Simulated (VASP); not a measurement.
Runs of VASP 6.6.1 on CsCdCl3. The structure is that of space group Pm-3m (No. 221), or close to it. The cells are those of the table. 

```csv
cell,cutoff (eV),gap on the mesh (eV),pressure (GPa)
"a = 4.850 Å, 5 atoms",500,1.81,(a)
"a = 5.089, b = 5.089, c = 5.214 Å, 5 atoms",520,1.55,-0.1
"a = 4.512 Å, 5 atoms",500,(c),(b)
"a = 5.140, b = 5.140, c = 5.010 Å, 5 atoms",520,1.57,0.8
"a = 4.701 Å, 5 atoms",500,1.86,20.9
"a = 5.087, b = 5.087, c = 5.214 Å, 5 atoms",520,1.55,-0.1
"a = 5.204 Å, 5 atoms",500,1.53,-1.8
```

Alike in all rows: task single point; level LDA; potentials or basis VASP PAW LDA potentials, release 64 (Cs_sv, Cd, Cl); no spin polarisation; k mesh 6 × 6 × 6; smearing gaussian 0.02 eV.

Q: Fill in the values left out.

A: (a) 10.6; (b) 41.6; (c) 1.80.

Caveats: spin-orbit coupling is left out, which moves the levels of the heavy elements.

A k mesh can miss the band edges, and the runs leave out spin-orbit coupling on Cd, Cs.
